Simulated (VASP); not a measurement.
# BW3 (Pm-3m) in VASP: a series of runs

The runs below take BW3 through single point, relaxation of cell and atoms, with PBE.

Everything below comes from runs of VASP 6.6.1. Logs are shortened: lines on timing, memory, paths and dates and some standing lists are left out, and cuts for length are marked.

## Step 1: The cell of the first run

The structure is cubic, space group Pm-3m (No. 221). The conventional cell has a = 3.827 Å, b = 3.827 Å, c = 3.827 Å, α = 90.00°, β = 90.00°, γ = 90.00°. Within 3.6 Å of B (site symmetry m-3m) lie 12 W at 2.71 Å. W (site symmetry 4/mmm) has 4 B at 2.71 Å and 8 W at 2.71 Å within 3.6 Å.

## Step 2: Single point, PBE

Input file INCAR:

```
PREC = Accurate ; ENCUT = 520
EDIFF = 1E-6 ; ISMEAR = 0
SIGMA = 0.1 ; LREAL = F
LASPH = T ; NELM = 60
ALGO = Fast ; ISIF = 2
LWAVE = F ; LCHARG = F
GGA = PE ; NBANDS = 30
```

Input file KPOINTS:

```
Automatic mesh
0
Gamma
  12 12 12
```

Input file POSCAR:

```
BW3
1.0
    3.8269671014      0.0000000000      0.0000000000
    0.0000000000      3.8269671014      0.0000000000
    0.0000000000      0.0000000000      3.8269671014
B W
1 3
Direct
    0.0000000000      0.0000000000      0.0000000000
    0.0000000000      0.5000000000      0.5000000000
    0.5000000000      0.0000000000      0.5000000000
    0.5000000000      0.5000000000      0.0000000000
```

Potentials or basis: VASP PAW PBE potentials, release 64 (B, W_sv).

The run is started by

```console
> cat potpaw_PBE.64/B/POTCAR potpaw_PBE.64/W_sv/POTCAR > POTCAR
> mpirun -np 1 vasp_std > vasp.out
```

OUTCAR:

```text
PREC = Accurate
   ENCUT = 520
   EDIFF = 1E-6
   ISMEAR = 0
   LREAL = F
   LASPH = T
   NELM = 60
   ISIF = 2
   GGA = PE

 ion  position               nearest neighbor table
   1  0.000  0.000  0.000-   2 2.71   3 2.71   4 2.71   2 2.71   3 2.71   2 2.71   4 2.71   2 2.71
                             3 2.71   4 2.71   3 2.71   4 2.71
   2  0.000  0.500  0.500-   1 2.71   3 2.71   4 2.71   1 2.71   4 2.71   1 2.71   3 2.71   1 2.71
                             3 2.71   4 2.71   4 2.71   3 2.71
   3  0.500  0.000  0.500-   1 2.71   2 2.71   4 2.71   1 2.71   4 2.71   2 2.71   4 2.71   4 2.71
                             1 2.71   2 2.71   1 2.71   2 2.71
   4  0.500  0.500  0.000-   1 2.71   2 2.71   3 2.71   2 2.71   3 2.71   1 2.71   3 2.71   3 2.71
                             1 2.71   2 2.71   2 2.71   1 2.71

  LATTYP: Found a simple cubic cell.
 ALAT       =     3.8269671014

  Lattice vectors:

 A1 = (   3.8269671014,   0.0000000000,   0.0000000000)
 A2 = (   0.0000000000,   3.8269671014,   0.0000000000)
 A3 = (   0.0000000000,   0.0000000000,   3.8269671014)

Analysis of symmetry for initial positions (statically):
=====================================================================
 Subroutine PRICEL returns:
 Original cell was already a primitive cell.

 Routine SETGRP: Setting up the symmetry group for a
 simple cubic supercell.

 Subroutine GETGRP returns: Found 48 space group operations
 (whereof 48 operations were pure point group operations)
 out of a pool of 48 trial point group operations.

The static configuration has the point symmetry O_h .

Analysis of symmetry for dynamics (positions and initial velocities):
=====================================================================
 Subroutine PRICEL returns:
 Original cell was already a primitive cell.

 Routine SETGRP: Setting up the symmetry group for a
 simple cubic supercell.

 Subroutine GETGRP returns: Found 48 space group operations
 (whereof 48 operations were pure point group operations)
 out of a pool of 48 trial point group operations.

The dynamic configuration has the point symmetry O_h .

 Subroutine INISYM returns: Found 48 space group operations
 (whereof 48 operations are pure point group operations),
 and found     1 'primitive' translations

----------------------------------------------------------------------------------------

                                     Primitive cell

  volume of cell :      56.0485

  direct lattice vectors                    reciprocal lattice vectors
     3.826967101  0.000000000  0.000000000     0.261303527  0.000000000  0.000000000
     0.000000000  3.826967101  0.000000000     0.000000000  0.261303527  0.000000000
     0.000000000  0.000000000  3.826967101     0.000000000  0.000000000  0.261303527

  length of vectors
     3.826967101  3.826967101  3.826967101     0.261303527  0.261303527  0.261303527

  position of ions in fractional coordinates (direct lattice)
     0.000000000  0.000000000  0.000000000
     0.000000000  0.500000000  0.500000000
     0.500000000  0.000000000  0.500000000
     0.500000000  0.500000000  0.000000000

  ion indices of the primitive-cell ions
   primitive index   ion index
                 1           1
                 2           2
                 3           3
                 4           4

----------------------------------------------------------------------------------------

 KPOINTS: Automatic mesh

Automatic generation of k-mesh.
 Grid dimensions read from file:
 generate k-points for:   12   12   12

 Generating k-lattice:

  Cartesian coordinates                     Fractional coordinates (reciprocal lattice)
     0.021775294  0.000000000  0.000000000     0.083333333  0.000000000  0.000000000
     0.000000000  0.021775294  0.000000000     0.000000000  0.083333333  0.000000000
     0.000000000  0.000000000  0.021775294     0.000000000  0.000000000  0.083333333

  Length of vectors
     0.021775294  0.021775294  0.021775294

  Shift w.r.t. Gamma in fractional coordinates (k-lattice)
     0.000000000  0.000000000  0.000000000

 Subroutine IBZKPT returns following result:
 ===========================================

 Found     84 irreducible k-points:

 Following reciprocal coordinates:
            Coordinates               Weight
  0.000000  0.000000  0.000000      1.000000
  0.083333  0.000000  0.000000      6.000000
  0.166667  0.000000  0.000000      6.000000
  0.250000  0.000000  0.000000      6.000000
  0.333333  0.000000  0.000000      6.000000
  0.416667  0.000000  0.000000      6.000000
[... 16 lines left out ...]
  0.333333  0.333333  0.000000     12.000000
  0.416667  0.333333  0.000000     24.000000
 [... further k-points ...]
   k-points           NKPTS =     84   k-points in BZ     NKDIM =     84   number of bands    NBANDS=     30
   number of dos      NEDOS =    301   number of ions     NIONS =      4
   total plane-waves  NPLWV =  21952
   dimension x,y,z NGX =    28 NGY =   28 NGZ =   28
   dimension x,y,z NGXF=    56 NGYF=   56 NGZF=   56
   ions per type =               1   3
   NGX,Y,Z   is equivalent  to a cutoff of  12.16, 12.16, 12.16 a.u.
   NGXF,Y,Z  is equivalent  to a cutoff of  24.33, 24.33, 24.33 a.u.
 SYSTEM =  unknown system
   PREC   = accura    normal or accurate (medium, high low for compatibility)
   ISTART =      0    job   : 0-new  1-cont  2-samecut
   ICHARG =      2    charge: 1-file 2-atom 10-const
   ISPIN  =      1    spin polarized calculation?
   LNONCOLLINEAR =      F non collinear calculations
   LSORBIT =      F    spin-orbit coupling
   LASPH  =      T    aspherical Exc in radial PAW
   ENCUT  =  520.0 eV  38.22 Ry    6.18 a.u.   7.12  7.12  7.12*2*pi/ulx,y,z
   NELM   =     60;   NELMIN=  2; NELMDL= -5     # of ELM steps
   EDIFF  = 0.1E-05   stopping-criterion for ELM
   LREAL  =      F    real-space projection
   EDIFFG = 0.1E-04   stopping-criterion for IOM
   NSW    =      0    number of steps for IOM
   IBRION =     -1    ionic relax: 0-MD 1-quasi-New 2-CG
   NFREE  =      0    steps in history (QN), initial steepest desc. (CG)
   ISIF   =      2    stress and relaxation
   ISYM   =      2    0-nonsym 1-usesym 2-fastsym
   POTIM  = 0.5000    time-step for ionic-motion
   TEBEG  =    0.0;   TEEND  =   0.0 temperature during run
   PSTRESS=    0.0 pullay stress
   NELECT =      45.0000    total number of electrons
   NUPDOWN=      -1.0000    fix difference up-down
   EMIN   =  10.00;   EMAX   =-10.00  energy-range for DOS
   EFERMI =   0.00;   METHOD = LEGACY
   ISMEAR =     0;   SIGMA  =   0.10  broadening in eV -4-tet -1-fermi 0-gaus
   EFERMI_NEDOS =   21; number of points for ismear=-14 and -15
   IALGO  =     68    algorithm
   IMIX   =      4    mixing-type and parameters
     AMIX     =   0.40;   BMIX     =  1.00
     AMIX_MAG =   1.60;   BMIX_MAG =  1.00
  volume/ion in A,a.u.               =      14.01        94.56
  Fermi-wavevector in a.u.,A,eV,Ry     =   1.521567  2.875344 31.499727  2.315165
  Thomas-Fermi vector in A             =   2.630264
   LORBIT       =      0    0 simple, 1 ext, 2 COOP (PROOUT), +10 PAW based schemes
   GGA     = PE    functional components
   LHFCALC =     F    Hartree Fock is set to
   AEXX    =    0.0000 exact exchange contribution
   IVDW    =     0    specifies the selected vdW correction
   LEPSILON=     F    determine dielectric tensor
   LRPA    =     F    only Hartree local field effects (RPA)
 non-spin polarized calculation
 RMM-DIIS sequential band-by-band and
 Gauss-broadening in eV      SIGMA  =   0.10
  energy-cutoff  :      520.00
  volume of cell :       56.05
 maximum number of plane-waves:      1532
   NGX = 15   NGY = 15   NGZ = 15

 number of electron      45.0000019 magnetization

 Free energy of the ion-electron system (eV)
  ---------------------------------------------------
  ext. energy  EPLUGINS =         0.00000000
  ---------------------------------------------------
  free energy    TOTEN  =       -43.16016162 eV

  energy without entropy =      -43.15023330  energy(sigma->0) =      -43.15519746

 E-fermi :  10.9364     XC(G=0): -13.2733

 val. band max:       10.9189009377   @ k =   0.4167   0.2500   0.0833
 cond. band min:      10.9505222866   @ k =   0.4167   0.3333   0.0000
 fundamental gap:      0.0316213489
 Fermi energy:        10.9363503224

 k-point     1 :       0.0000    0.0000    0.0000
  band No.  band energies     occupation
      1     -63.4795      2.00000
      2     -63.2716      2.00000
      3     -63.2716      2.00000
      4     -28.2722      2.00000
      5     -28.2722      2.00000
      6     -28.2722      2.00000
[... 22 lines left out ...]
     29      16.2962      0.00000
     30      17.2598      0.00000

 k-point     2 :       0.0833    0.0000    0.0000
  band No.  band energies     occupation
      1     -63.4764      2.00000
      2     -63.2747      2.00000
      3     -63.2715      2.00000
      4     -28.2605      2.00000
      5     -28.2605      2.00000
      6     -28.2544      2.00000
[... 22 lines left out ...]
     29      16.5228      0.00000
     30      16.5833      0.00000

 k-point     3 :       0.1667    0.0000    0.0000
  band No.  band energies     occupation
      1     -63.4672      2.00000
      2     -63.2839      2.00000
      3     -63.2714      2.00000
      4     -28.2268      2.00000
      5     -28.2268      2.00000
      6     -28.2019      2.00000
[... 22 lines left out ...]
     29      15.5192      0.00000
     30      15.5193      0.00000

 k-point     4 :       0.2500    0.0000    0.0000
  band No.  band energies     occupation
      1     -63.4531      2.00000
      2     -63.2981      2.00000
      3     -63.2713      2.00000
      4     -28.1757      2.00000
      5     -28.1757      2.00000
      6     -28.1171      2.00000
[... 616 lines left out ...]
     29      14.5548      0.00000
     30      14.6662      0.00000

 k-point    23 :       0.3333    0.3333    0.0000
  band No.  band energies     occupation
      1     -63.3992      2.00000
      2     -63.3232      2.00000
      3     -63.2993      2.00000
      4     -28.2086      2.00000
      5     -27.9651      2.00000
      6     -27.9355      2.00000
[... 22 lines left out ...]
     29      14.3232      0.00000
     30      15.2809      0.00000

 k-point    24 :       0.4167    0.3333    0.0000
  band No.  band energies     occupation
      1     -63.3839      2.00000
      2     -63.3334      2.00000
      3     -63.3044      2.00000
      4     -28.1822      2.00000
      5     -28.0549      2.00000
      6     -27.8657      2.00000
[... 22 lines left out ...]
     29      13.9064      0.00000
     30      15.3015      0.00000

 [... further k-points ...]

------------------------ aborting loop because EDIFF is reached ----------------------------------------

  FORCE on cell =-STRESS in cart. coord.  units (eV):
  Direction    XX          YY          ZZ          XY          YZ          ZX
  --------------------------------------------------------------------------------------
  -------------------------------------------------------------------------------------
  Total        0.2286557      0.2286557      0.2286557      0.0000000     -0.0000000     -0.0000000
  in kB        6.5362459      6.5362459      6.5362459      0.0000000     -0.0000000     -0.0000000
  external PRESSURE =       6.5362459 kB  Pullay stress =       0.0000000 kB

 VOLUME and BASIS-vectors are now :
 -----------------------------------------------------------------------------
  energy-cutoff  :      520.00
  volume of cell :       56.05
      direct lattice vectors                 reciprocal lattice vectors
     3.826967101  0.000000000  0.000000000     0.261303527  0.000000000  0.000000000
     0.000000000  3.826967101  0.000000000     0.000000000  0.261303527  0.000000000
     0.000000000  0.000000000  3.826967101     0.000000000  0.000000000  0.261303527

 POSITION                                       TOTAL-FORCE (eV/Angst)
 -----------------------------------------------------------------------------------
      0.00000      0.00000      0.00000         0.000000      0.000000      0.000000
      0.00000      1.91348      1.91348         0.000000      0.000000      0.000000
      1.91348      0.00000      1.91348         0.000000      0.000000      0.000000
      1.91348      1.91348      0.00000         0.000000      0.000000      0.000000
 -----------------------------------------------------------------------------------
    total drift:                                0.000000      0.000000      0.000000

  FREE ENERGIE OF THE ION-ELECTRON SYSTEM (eV)
  ---------------------------------------------------
  free  energy   TOTEN  =       -43.1601616231 eV

  energy  without entropy=      -43.1502332964  energy(sigma->0) =      -43.15519746
```

Run time: 3 min. Hardware: 1 thread of AMD EPYC 7R13, shared host; peak memory 0.21 GiB.

Results:

| Property | Result |
| --- | --- |
| Free energy | -43.1602 eV |
| Pressure | 0.7 GPa |
| Band gap on the k mesh | zero (an odd number of electrons rules out a gap without spin polarisation) |

Caveat: spin-orbit coupling is left out, which moves the levels of the heavy elements.

## Step 3: Relaxation of cell and atoms, PBE

Input file INCAR:

```
SYSTEM = BW3
PREC = Accurate ; ENCUT = 600
EDIFF = 1E-7 ; ISMEAR = 0
SIGMA = 0.1 ; LREAL = .FALSE.
LASPH = .TRUE. ; NELM = 80
ALGO = Fast ; ISIF = 3
LWAVE = .FALSE. ; LCHARG = .FALSE.
GGA = PE ; IBRION = 2
NSW = 100 ; EDIFFG = -0.01
```

Input file KPOINTS:

```
Automatic mesh
0
G
  12 12 12
  0 0 0
```

Input file POSCAR:

```
BW3
1.0
    3.8252001640      0.0000000000      0.0000000000
    0.0000000000      3.8252001640      0.0000000000
    0.0000000000      0.0000000000      3.8252001640
B W
1 3
Direct
    0.0000000000      0.0000000000      0.0000000000
    0.0000000000      0.5000000000      0.5000000000
    0.5000000000      0.0000000000      0.5000000000
    0.5000000000      0.5000000000      0.0000000000
```

Potentials or basis: VASP PAW PBE potentials, release 64 (B, W_sv).

The run is started by

```console
> cat potpaw_PBE.64/B/POTCAR potpaw_PBE.64/W_sv/POTCAR > POTCAR
> mpirun -np 1 vasp_std > vasp.out
```

Wall time 9.3 min (1 thread of AMD EPYC 7R13, shared host); peak memory 0.25 GiB.

Results (log left out):

| Property | Result |
| --- | --- |
| Free energy | -43.1616 eV |
| Relaxed volume | 14.05 Å³/atom |
| Relaxed cell | a = 3.830 Å, b = 3.830 Å, c = 3.830 Å, α = 90.00°, β = 90.00°, γ = 90.00° |
| Space group after relaxing (to 0.1 Å) | Pm-3m (No. 221) |
| Energy gained by relaxing | 0.2 meV/atom |
| Ionic steps | 3 |
| Pressure after relaxing | 0.0 GPa |
| Band gap on the k mesh | zero (an odd number of electrons rules out a gap without spin polarisation) |

Step by step:
| step | energy change (eV) | largest force (eV/Å) | pressure (GPa) | volume (Å³) |
| --- | --- | --- | --- | --- |
| 1 | 0.0000 | 0.0000 | 1.08 | 55.97 |
| 2 | 0.0040 | 0.0000 | -2.67 | 56.74 |
| 3 | -0.0007 | 0.0000 | 0.00 | 56.18 |

Final structure:
```
CELL_PARAMETERS angstrom
3.83007 0.00000 0.00000
0.00000 3.83007 0.00000
0.00000 0.00000 3.83007
ATOMIC_POSITIONS crystal
B 0.00000 0.00000 0.00000
W 0.00000 0.50000 0.50000
W 0.50000 0.00000 0.50000
W 0.50000 0.50000 0.00000
```

Levels at points of the mesh, in eV from the Fermi level:
```tsv
k point	band 18	band 19	band 20	band 21	band 22	band 23	band 24	band 25	band 26	band 27
(0.00, 0.00, 0.00)	-4.86	-4.86	-1.00	-1.00	-1.00	0.89	0.89	0.89	3.38	3.52
(0.50, 0.00, 0.00)	-4.21	-2.46	-1.40	-1.40	-1.04	-0.58	-0.16	0.65	0.65	1.24
(0.50, 0.50, 0.00)	-3.24	-3.24	-2.94	-1.27	-1.27	0.08	0.20	0.20	0.36	1.64
(0.50, 0.50, 0.50)	-2.71	-2.71	-1.67	-1.67	-1.67	0.44	0.44	0.44	0.73	2.07
```

Caveat: spin-orbit coupling is left out, which moves the levels of the heavy elements.
